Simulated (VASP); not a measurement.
# BC18 in VASP: a series of runs

The runs below take BC18 through single point, with PBE.

Program: VASP 6.6.1. These are calculated values, not measurements. Logs are shortened: lines on timing, memory, paths and dates and some standing lists are left out, and cuts for length are marked.

**1. The cell of the first run**

The cell holds a slab with vacuum, 19 atoms: a = 7.398 Å, b = 7.398 Å, c = 11.000 Å, α = 90.00°, β = 90.00°, γ = 120.00°.

**2. Single point, PBE, collinear spin**

File INCAR:

```
PREC = Accurate
ENCUT = 520
EDIFF = 1E-6
ISMEAR = -1
SIGMA = 0.02
LREAL = Auto
LASPH = T
NELM = 150
ALGO = Normal
ISIF = 2
LWAVE = F
LCHARG = F
ISPIN = 2
MAGMOM = 0 0 0 0 0 0 0 0 0 0 0 0 0 0 0 0 0 0 1
LORBIT = 11
GGA = PE
NBANDS = 56
```

File KPOINTS:

```
regular mesh
0
Gamma
  2 2 1
```

File POSCAR:

```
BC18
1.0
    7.3980000000      0.0000000000      0.0000000000
   -3.6990000000      6.4068560000      0.0000000000
    0.0000000000      0.0000000000     11.0000000000
C B
18 1
Direct
   -0.0087636627      0.0284851103      0.0951727273
    0.2275824740      0.1494336692      0.0687363636
   -0.0014074377      0.3679339757      0.0723363636
    0.2267103154      0.4816715094      0.0878818182
    0.0141901976      0.7118624174      0.1091818182
    0.2219620301      0.8017504998      0.1264545455
    0.3354486897      0.0363204667      0.0983000000
    0.5557972139      0.1529299238      0.1007909091
    0.3435322708      0.3786568638      0.0549636364
    0.5627283827      0.4859325697      0.0795818182
    0.3263964967      0.6915872621      0.0972636364
    0.5646224311      0.8206209099      0.0935818182
    0.6734078967      0.0444367721      0.0869363636
    0.8828577479      0.1267860554      0.0773272727
    0.6714158347      0.3793280199      0.0987090909
    0.8985844639      0.4879772544      0.0818454545
    0.6669517907      0.7032466470      0.1095454545
    0.8895703972      0.8106628274      0.1209909091
    0.1405717158      0.2626249131      0.2027818182
```

Potentials or basis: VASP PAW PBE potentials, release 64 (C, B).

Command:

```sh
cat potpaw_PBE.64/C/POTCAR potpaw_PBE.64/B/POTCAR > POTCAR
mpirun -np 1 vasp_std > vasp.out
```

OUTCAR:

```text
PREC = Accurate
   ENCUT = 520
   EDIFF = 1E-6
   ISMEAR = -1
   LREAL = Auto
   LASPH = T
   NELM = 150
   ISIF = 2
   ISPIN = 2
   LORBIT = 11
   GGA = PE

 ion  position               nearest neighbor table
   1  0.991  0.028  0.095-  14 1.34  18 1.43   2 1.54  19 1.93
   2  0.228  0.149  0.069-   7 1.45   9 1.48   1 1.54  19 1.96
   3  0.999  0.368  0.072-  16 1.42   4 1.47  14 1.55
   4  0.227  0.482  0.088-  11 1.35   9 1.46   3 1.47  19 1.90
   5  0.014  0.712  0.109-   6 1.35  18 1.44  16 1.47
   6  0.222  0.802  0.126-   5 1.35  11 1.41   7 1.53
   7  0.335  0.036  0.098-   8 1.41   2 1.45   6 1.53
   8  0.556  0.153  0.101-   7 1.41  15 1.45  13 1.46
   9  0.344  0.379  0.055-  10 1.43   4 1.46   2 1.48  19 2.08
  10  0.563  0.486  0.080-  15 1.40   9 1.43  17 1.43
  11  0.326  0.692  0.097-   4 1.35   6 1.41  12 1.53
  12  0.565  0.821  0.094-  17 1.42  13 1.44  11 1.53
  13  0.673  0.044  0.087-  14 1.36  12 1.44   8 1.46
  14  0.883  0.127  0.077-   1 1.34  13 1.36   3 1.55
  15  0.671  0.379  0.099-  10 1.40   8 1.45  16 1.47
  16  0.899  0.488  0.082-   3 1.42   5 1.47  15 1.47
  17  0.667  0.703  0.110-  12 1.42  10 1.43  18 1.43
  18  0.890  0.811  0.121-   1 1.43  17 1.43   5 1.44
  19  0.141  0.263  0.203-   4 1.90   1 1.93   2 1.96   9 2.08

  LATTYP: Found a hexagonal cell.
 ALAT       =     7.3980000000
 C/A-ratio  =     1.4868883482

  Lattice vectors:

 A1 = (   7.3980000000,   0.0000000000,   0.0000000000)
 A2 = (  -3.6990000000,   6.4068560000,   0.0000000000)
 A3 = (   0.0000000000,   0.0000000000,  11.0000000000)

Analysis of symmetry for initial positions (statically):
=====================================================================
 Subroutine PRICEL returns:
 Original cell was already a primitive cell.

 Routine SETGRP: Setting up the symmetry group for a
 hexagonal supercell.

 Subroutine GETGRP returns: Found  1 space group operations
 (whereof  1 operations were pure point group operations)
 out of a pool of 24 trial point group operations.

The static configuration has the point symmetry C_1 .

Analysis of symmetry for dynamics (positions and initial velocities):
=====================================================================
 Subroutine PRICEL returns:
 Original cell was already a primitive cell.

 Routine SETGRP: Setting up the symmetry group for a
 hexagonal supercell.

 Subroutine GETGRP returns: Found  1 space group operations
 (whereof  1 operations were pure point group operations)
 out of a pool of 24 trial point group operations.

The dynamic configuration has the point symmetry C_1 .

Analysis of structural, dynamic, and magnetic symmetry:
=====================================================================
 Subroutine PRICEL returns:
 Original cell was already a primitive cell.

 Routine SETGRP: Setting up the symmetry group for a
 hexagonal supercell.

 Subroutine GETGRP returns: Found  1 space group operations
 (whereof  1 operations were pure point group operations)
 out of a pool of 24 trial point group operations.

The overall configuration has the point symmetry C_1 .

 Subroutine INISYM returns: Found  1 space group operations
 (whereof  1 operations are pure point group operations),
 and found     1 'primitive' translations

----------------------------------------------------------------------------------------

                                     Primitive cell

  volume of cell :     521.3771

  direct lattice vectors                    reciprocal lattice vectors
     7.398000000  0.000000000  0.000000000     0.135171668  0.078041398  0.000000000
    -3.699000000  6.406856000  0.000000000     0.000000000  0.156082796  0.000000000
[... 76 lines left out ...]
  0.000000  0.000000  0.000000      1.000000
  0.500000 -0.000000  0.000000      1.000000
  0.000000  0.500000  0.000000      1.000000
  0.500000  0.500000  0.000000      1.000000
   k-points           NKPTS =      4   k-points in BZ     NKDIM =      4   number of bands    NBANDS=     56
[... 42 lines left out ...]
  ---------------------------------------------------
  free energy    TOTEN  =      -164.04193997 eV

  energy without entropy =     -164.04193997  energy(sigma->0) =     -164.04193997

 E-fermi :  -1.2703     XC(G=0):  -4.2630

 val. band max:       -1.7149183943   @ k =   0.0000   0.0000   0.0000
 cond. band min:      -0.8119371082   @ k =   0.5000   0.5000   0.0000
 fundamental gap:      0.9029812861
 Fermi energy:        -1.2702540512

 spin component 1

 k-point     1 :       0.0000    0.0000    0.0000
  band No.  band energies     occupation
      1     -21.5372      1.00000
      2     -19.3881      1.00000
      3     -19.1990      1.00000
      4     -18.8477      1.00000
      5     -18.5817      1.00000
      6     -18.4628      1.00000
[... 197 lines left out ...]
     48       3.7182      0.00000
     49       4.0364      0.00000
 Fermi energy:        -1.2702540512

 spin component 2

 k-point     1 :       0.0000    0.0000    0.0000
  band No.  band energies     occupation
      1     -21.5372      1.00000
      2     -19.3881      1.00000
      3     -19.1990      1.00000
      4     -18.8477      1.00000
      5     -18.5817      1.00000
      6     -18.4628      1.00000
[... 197 lines left out ...]
     48       3.7183      0.00000
     49       4.0367      0.00000
 [bands above 49 left out]

------------------------ aborting loop because EDIFF is reached ----------------------------------------

  FORCE on cell =-STRESS in cart. coord.  units (eV):
  Direction    XX          YY          ZZ          XY          YZ          ZX
  --------------------------------------------------------------------------------------
  -------------------------------------------------------------------------------------
  Total        6.3162028     -4.8795942     -1.8784733     -0.3137457      1.9146326      1.5606655
  in kB       19.4095145    -14.9948565     -5.7724959     -0.9641319      5.8836124      4.7958815
  external PRESSURE =      -0.4526126 kB  Pullay stress =       0.0000000 kB

 VOLUME and BASIS-vectors are now :
 -----------------------------------------------------------------------------
  energy-cutoff  :      520.00
  volume of cell :      521.38
      direct lattice vectors                 reciprocal lattice vectors
     7.398000000  0.000000000  0.000000000     0.135171668  0.078041398  0.000000000
    -3.699000000  6.406856000  0.000000000     0.000000000  0.156082796  0.000000000
     0.000000000  0.000000000 11.000000000     0.000000000  0.000000000  0.090909091

 POSITION                                       TOTAL-FORCE (eV/Angst)
 -----------------------------------------------------------------------------------
      7.22780      0.18250      1.04690         4.669421      0.110247     -0.083048
      1.13090      0.95740      0.75610        -0.408624     -0.997279      1.412846
      6.02660      2.35730      0.79570         0.810771     -1.184655      0.260288
     -0.10450      3.08600      0.96670        -0.449786     -3.468608     -1.736798
     -2.52820      4.56080      1.20100        -3.189637     -3.583748      0.202659
     -1.32360      5.13670      1.39100         1.107698      4.446953     -3.099482
[... 11 lines left out ...]
      3.58240      5.19380      1.33090         0.579771      0.209829     -1.099288
      0.06850      1.68260      2.23060         0.223917      0.167885      1.178344
 -----------------------------------------------------------------------------------
    total drift:                               -0.010070      0.019391      0.003448

  FREE ENERGIE OF THE ION-ELECTRON SYSTEM (eV)
  ---------------------------------------------------
  free  energy   TOTEN  =      -164.0419399686 eV

  energy  without entropy=     -164.0419399686  energy(sigma->0) =     -164.04193997

 total charge

# of ion       s       p       d       tot
------------------------------------------
    1        0.865   1.790   0.000   2.655
    2        0.843   1.682   0.000   2.524
    3        0.849   1.698   0.000   2.548
    4        0.864   1.810   0.000   2.674
    5        0.870   1.795   0.000   2.665
    6        0.865   1.780   0.000   2.645
[... 11 lines left out ...]
   18        0.854   1.778   0.000   2.632
   19        0.891   0.639   0.000   1.530
--------------------------------------------------
tot         16.350  32.393   0.000  48.743

 magnetization (x)

# of ion       s       p       d       tot
------------------------------------------
    1        0.000   0.000   0.000   0.000
    2        0.000  -0.000   0.000  -0.000
    3        0.000  -0.000   0.000  -0.000
    4       -0.000  -0.000   0.000  -0.000
    5       -0.000   0.000   0.000   0.000
    6        0.000   0.000   0.000   0.000
[... 11 lines left out ...]
   18        0.000   0.000   0.000   0.000
   19       -0.000  -0.000   0.000  -0.000
--------------------------------------------------
tot         -0.000  -0.000   0.000  -0.000
```

Wall time 15 min (1 thread of AMD EPYC 7R13, shared host); peak memory 0.79 GiB.

Results:

| Quantity | Value |
| --- | --- |
| Free energy | -164.0419 eV |
| Largest force | 7.628 eV/Å |
| Net moment | 0.00 μB per cell |
| Valence electrons inside the program's atomic spheres | C 2.65, 2.52, 2.55, 2.67, 2.56, 2.61, 2.58, 2.66, 2.57, 2.71, 2.62, 2.60, 2.64, 2.63 (each value once); B 1.53 |

Forces on the atoms (eV/Å):
```
C    4.669  0.110 -0.083
C   -0.409 -0.997  1.413
C    0.811 -1.185  0.260
C   -0.450 -3.469 -1.737
C   -3.190 -3.584  0.203
C    1.108  4.447 -3.099
C    0.111 -0.683  0.933
C    1.376  0.694 -1.234
C    0.417 -1.729  1.359
C   -1.175  0.639  1.359
C    2.524  5.125  1.442
C   -2.635 -1.710  0.579
C   -2.477 -3.185  1.311
C   -2.662  7.086 -0.940
C    1.453 -1.549 -2.114
C   -1.096 -0.741  2.052
C    0.821  0.352 -1.782
C    0.580  0.210 -1.099
B    0.224  0.168  1.178
```

Caveat: the k points lie up to 0.49 Å⁻¹ apart; the atoms stand as in a frame of molecular dynamics; there is no dipole correction, which matters where the two faces differ.

**3. Single point, PBE, collinear spin**

File INCAR:

```
PREC = Accurate
ENCUT = 520
EDIFF = 1E-7
ISMEAR = -1
SIGMA = 0.02
LREAL = Auto
LASPH = True
NELM = 150
ALGO = Normal
ISIF = 2
LWAVE = False
LCHARG = True
ISPIN = 2
MAGMOM = 0 0 0 0 0 0 0 0 0 0 0 0 0 0 0 0 0 0 1
LORBIT = 11
GGA = PE
LELF = True
LVHAR = True
NBANDS = 56
```

File KPOINTS:

```
Automatic mesh
0
Gamma
  2 2 1
```

File POSCAR:

```
BC18
1.0
    7.3980000000      0.0000000000      0.0000000000
   -3.6990000000      6.4068560000      0.0000000000
    0.0000000000      0.0000000000     11.0000000000
C B
18 1
Direct
    0.0130716769      0.0479330267      0.0960272727
    0.2429018475      0.1585801210      0.0635636364
    0.0003258830      0.3805922905      0.0740727273
    0.2165866384      0.4863227767      0.0853090909
    0.0092386117      0.7072579749      0.1085272727
    0.2152985682      0.8101321459      0.0957363636
    0.3317434847      0.0322623140      0.0967000000
    0.5560285258      0.1472016852      0.0782090909
    0.3369720428      0.3808108064      0.0759727273
    0.5617081502      0.4741327103      0.0822090909
    0.3182634142      0.6890275043      0.1089909091
    0.5523243509      0.8218695722      0.1097090909
    0.6681608339      0.0379437278      0.1047090909
    0.9077606454      0.1566134778      0.0762909091
    0.6693122075      0.3648747529      0.0805909091
    0.8846905376      0.4898190314      0.0955090909
    0.6734528669      0.6985953797      0.0925727273
    0.9005862797      0.8244761549      0.1109909091
    0.1997021006      0.2164087971      0.2178090909
```

Potentials or basis: VASP PAW PBE potentials, release 64 (C, B).

Command:

```sh
cat potpaw_PBE.64/C/POTCAR potpaw_PBE.64/B/POTCAR > POTCAR
mpirun -np 1 vasp_std > vasp.out
```

Run time: 7.4 min. Hardware: 1 thread of Intel Xeon Platinum 8488C (Sapphire Rapids), shared host; peak memory 0.79 GiB.

Results (log left out):

| Property | Result |
| --- | --- |
| Free energy | -164.0974 eV |
| Largest force | 7.675 eV/Å |
| Net moment | 0.00 μB per cell |
| Valence electrons inside the program's atomic spheres | C 2.63, 2.61, 2.64, 2.74, 2.73, 2.72, 2.62, 2.67, 2.52, 2.57, 2.66, 2.50, 2.58 (each value once); B 1.52 |

Forces on the atoms (eV/Å):
```
C    1.589  0.128 -0.590
C   -3.140 -2.095  1.386
C   -0.632 -1.522  0.787
C    1.774 -2.551 -0.488
C   -5.553 -0.327 -0.585
C    3.683  0.945  1.899
C    1.477  2.121 -2.503
C    1.411 -2.040  2.596
C    1.903 -1.462  0.087
C   -2.305  3.360  0.094
C    1.778  7.429 -0.752
C    2.217 -4.474 -0.833
C    1.155  1.671 -2.581
C   -5.356 -0.420  1.616
C   -1.398  1.130  0.189
C    3.526 -2.189 -1.182
C   -1.182  2.687  2.011
C   -0.995 -2.210 -1.347
B    0.048 -0.181  0.195
```

Levels at points of the mesh, in eV from the Fermi level:
Spin up:
```csv
k point,band 35,band 36,band 37,band 38,band 39,band 40
"(0.00, 0.00, 0.00)",-1.53,-1.25,-0.69,-0.54,-0.38,2.03
"(0.50, 0.00, 0.00)",-2.89,-2.63,-1.40,0.60,0.68,1.39
"(0.00, 0.50, 0.00)",-2.79,-2.35,-1.45,0.38,0.75,1.44
"(0.50, 0.50, 0.00)",-2.99,-2.48,-1.38,0.42,0.90,1.61
```
Spin down:
```csv
k point,band 33,band 34,band 35,band 36,band 37,band 38,band 39,band 40,band 41,band 42
"(0.00, 0.00, 0.00)",-3.69,-2.74,-1.53,-1.25,-0.69,-0.54,-0.38,2.03,2.65,3.26
"(0.50, 0.00, 0.00)",-3.50,-2.99,-2.89,-2.63,-1.40,0.60,0.68,1.39,1.68,2.38
"(0.00, 0.50, 0.00)",-3.32,-3.18,-2.79,-2.35,-1.45,0.38,0.75,1.44,1.73,2.05
"(0.50, 0.50, 0.00)",-3.70,-3.16,-2.99,-2.48,-1.38,0.42,0.90,1.61,1.75,2.12
```

Caveat: the k points lie up to 0.49 Å⁻¹ apart; the atoms stand as in a frame of molecular dynamics; there is no dipole correction, which matters where the two faces differ.

**4. Single point, PBE, collinear spin**

File INCAR:

```
SYSTEM = BC18
PREC     = Accurate       ! precision mode
ENCUT    = 520            ! plane-wave cutoff, eV
EDIFF    = 1E-7           ! SCF threshold, eV
ISMEAR   = -1             ! smearing method
SIGMA    = 0.02           ! smearing width, eV
LREAL    = Auto         
LASPH    = .TRUE.         ! aspherical terms in the spheres
NELM     = 150            ! most SCF steps
ALGO     = Normal         ! electronic algorithm
ISIF     = 2              ! what is computed and relaxed
LWAVE    = .FALSE.        ! write WAVECAR
LCHARG   = .FALSE.        ! write CHGCAR
ISPIN    = 2              ! spin polarisation
MAGMOM   = 0 0 0 0 0 0 0 0 0 0 0 0 0 0 0 0 0 0 1 ! initial moments
LORBIT   = 11             ! projections on sites
GGA      = PE             ! functional
NBANDS   = 56             ! bands
```

File KPOINTS:

```
Automatic mesh
0
G
  2 2 1
  0 0 0
```

File POSCAR:

```
BC18
1.0
    7.3980000000      0.0000000000      0.0000000000
   -3.6990000000      6.4068560000      0.0000000000
    0.0000000000      0.0000000000     11.0000000000
C B
18 1
Direct
    0.0186482643      0.0527872017      0.1018727273
    0.2290356445      0.1496365768      0.0625727273
   -0.0059053031      0.3629393262      0.0684272727
    0.2222480391      0.4787215445      0.0849363636
   -0.0146739294      0.6871701190      0.1208909091
    0.2288875354      0.8271451707      0.1165636364
    0.3383650064      0.0398011131      0.0917363636
    0.5629837729      0.1433776567      0.1012090909
    0.3505205066      0.3839012458      0.0579545455
    0.5664102665      0.4986221011      0.0862090909
    0.3496851785      0.7229442959      0.1095818182
    0.5548516991      0.8082435441      0.1054727273
    0.6658897488      0.0303737122      0.0902454545
    0.8764841117      0.1498863093      0.0734909091
    0.6643489462      0.3666540968      0.0840545455
    0.8811131075      0.4643619273      0.0892363636
    0.6823686664      0.7159673949      0.1011454545
    0.8929302094      0.8170310055      0.1167818182
    0.1680078593      0.2385569459      0.2087000000
```

Command:

```sh
cat potpaw_PBE.64/C/POTCAR potpaw_PBE.64/B/POTCAR > POTCAR
mpirun -np 1 vasp_std > vasp.out
```

It took 7.2 min on 1 thread of Intel Xeon Platinum 8488C (Sapphire Rapids), shared host; peak memory 0.78 GiB.

It converged, with:

- Free energy: -163.9274 eV
- Largest force: 7.290 eV/Å
- Net moment: 0.00 μB per cell
- Valence electrons inside the program's atomic spheres: C 2.55, 2.61, 2.68, 2.48, 2.51, 2.57, 2.65, 2.56, 2.63, 2.62, 2.74, 2.73, 2.67 (each value once); B 1.55

Forces in eV/Å, atoms in the order of the input:
```
C   -3.692 -1.825 -0.468
C    2.160  2.070  0.269
C    0.400  2.205  0.847
C    0.124  1.347  0.578
C    2.892  2.881 -1.814
C   -0.643 -3.581 -0.479
C   -0.035  0.436  0.676
C   -3.656  1.292 -2.533
C   -1.891 -1.354  1.593
C    2.219 -3.061 -0.883
C   -4.170 -5.971 -0.314
C    2.696  4.003 -0.834
C   -0.534  0.280  1.192
C    5.363 -2.272  0.260
C   -0.164 -0.158  1.040
C   -0.632  4.363  0.791
C   -2.529 -2.208  0.056
C    2.232  1.007 -0.153
B   -0.138  0.546  0.178
```

Levels at points of the mesh, in eV from the Fermi level:
Spin up:
```tsv
k point	band 34	band 35	band 36	band 37	band 38	band 39	band 40	band 41
(0.00, 0.00, 0.00)	-2.98	-1.72	-1.29	-0.78	-0.35	-0.26	2.17	2.70
(0.50, 0.00, 0.00)	-3.18	-2.78	-2.58	-1.37	0.28	1.17	1.45	1.86
(0.00, 0.50, 0.00)	-3.01	-2.70	-2.50	-1.59	0.28	1.06	1.69	2.00
(0.50, 0.50, 0.00)	-3.16	-2.76	-2.62	-1.33	0.32	1.05	1.54	1.84
```
Spin down:
```
           k point  band 33  band 34  band 35  band 36  band 37  band 38  band 39  band 40  band 41  band 42
(0.00, 0.00, 0.00)    -3.24    -2.98    -1.72    -1.29    -0.78    -0.35    -0.26     2.17     2.70     3.37
(0.50, 0.00, 0.00)    -3.44    -3.18    -2.78    -2.58    -1.37     0.28     1.17     1.45     1.86     2.22
(0.00, 0.50, 0.00)    -3.30    -3.01    -2.70    -2.50    -1.59     0.28     1.06     1.69     2.00     2.29
(0.50, 0.50, 0.00)    -3.31    -3.16    -2.76    -2.62    -1.33     0.32     1.05     1.54     1.84     2.12
```

Caveat: the k points lie up to 0.49 Å⁻¹ apart; the atoms stand as in a frame of molecular dynamics; there is no dipole correction, which matters where the two faces differ.

**5. Overview**

| cell | gap on the mesh (eV) | moment (μB) | largest force (eV/Å) |
| --- | --- | --- | --- |
| as given, atomic positions A | none | 0.00 | 7.63 |
| as given, atomic positions B | none | 0.00 | 7.68 |
| as given, atomic positions C | none | 0.00 | 7.29 |

Alike in all rows: task single point; level PBE; potentials or basis VASP PAW PBE potentials, release 64 (C, B); spin collinear; k mesh 2 × 2 × 1; cutoff (eV) 520; smearing fermi-dirac 0.02 eV.

Caveats: all runs use coarse meshes; the atoms stand as in a frame of molecular dynamics; there is no dipole correction, which matters where the two faces differ.

Total energies depend on the potentials used, so only differences within one code and one set of settings carry meaning.

The gap in the log of VASP goes by the Fermi energy; the results here count the filled bands.